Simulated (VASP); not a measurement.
Write the native input for VASP 6.6.1 that does the following.

- Task: single point
- Functional: PBEsol
- Potentials or basis: VASP PAW PBE potentials, release 64 (Re)
- Cutoff: 520 eV
- k mesh: 10 × 10 × 13
- Occupations: fermi-dirac, width 0.1 eV
- Spin: no spin polarisation
- Dipole correction: no
- Further INCAR settings: ALGO = Normal; EDIFF = 1e-07; NBANDS = 18

The structure of Re lies in POSCAR:

```
Re
1.0
    4.5085204354      0.0000000000      0.0000000000
   -2.2542602177      3.9044932305      0.0000000000
    0.0000000000      0.0000000000      2.8224068534
Re
3
Direct
    0.0000000000      1.0000000000      1.0000000000
    0.3333333333      0.6666666667      0.5000000000
    0.6666666667      0.3333333333      0.5000000000
```

This isn't the form of Re at room conditions, which is hcp.

These files were run (other wordings do the same):

INCAR

```
SYSTEM = Re
PREC     = Accurate       ! precision mode
ENCUT    = 520            ! plane-wave cutoff, eV
EDIFF    = 1E-7           ! SCF threshold, eV
ISMEAR   = -1             ! smearing method
SIGMA    = 0.1            ! smearing width, eV
LREAL    = .FALSE.        ! projectors in reciprocal space
LASPH    = .TRUE.         ! aspherical terms in the spheres
NELM     = 100            ! most SCF steps
ALGO     = Normal         ! electronic algorithm
ISIF     = 2              ! what is computed and relaxed
LWAVE    = .FALSE.        ! write WAVECAR
LCHARG   = .TRUE.         ! write CHGCAR
GGA      = PS             ! functional
LELF     = .TRUE.         ! ELF
LVHAR    = .TRUE.       
NBANDS   = 18             ! bands
```

KPOINTS

```
Automatic mesh
0
G
  10 10 13
  0 0 0
```

Potentials or basis: VASP PAW PBE potentials, release 64 (Re).

Launch:

```sh
$ cat potpaw_PBE.64/Re/POTCAR > POTCAR
$ mpirun -np 1 vasp_std > vasp.out
```

It gave:

| Item | Value |
| --- | --- |
| Pressure | -33.6 GPa |
| Band gap on the k mesh | zero (an odd number of electrons rules out a gap without spin polarisation) |

Caveat: the cell stands under tension; the PAW data sets were made with another functional, which shifts forces and pressure a little; spin-orbit coupling is left out, which moves the levels of the heavy elements.

It took 2.6 min on 1 thread of Intel Xeon 8259CL, on a shared host, peak memory 0.23 GiB.
